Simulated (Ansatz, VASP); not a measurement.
## One calculation of NaH, two programs

```
CELL_PARAMETERS angstrom
0.00000 2.45616 2.45616
2.45616 0.00000 2.45616
2.45616 2.45616 0.00000
ATOMIC_POSITIONS crystal
Na 0.00000 0.00000 0.00000
H 0.50000 0.50000 0.50000
```

Change from the starting cell: volume scaled by 1.02.

Alike in both runs: task single point; functional PBE; k mesh 9 × 9 × 9; occupations fermi-dirac, width 0.03 eV; no spin polarisation.

```csv
,VASP,Ansatz
version,VASP 6.6.1,Ansatz 0.2.0
potentials or method,"VASP PAW PBE potentials, release 64 (Na_pv, H), cutoff 520 eV","all-electron LAPW, scalar-relativistic"
```

VASP gave:

- gap on the k mesh at the Fermi level (eV): 3.97
- pressure (GPa): -1.1

**Question.** What did Ansatz give for the same quantities?

**Answer.** gap on the k mesh at the Fermi level (eV): 3.97; pressure (GPa): -1.0.

Ansatz ran all-electron here, and VASP with PAW potentials.
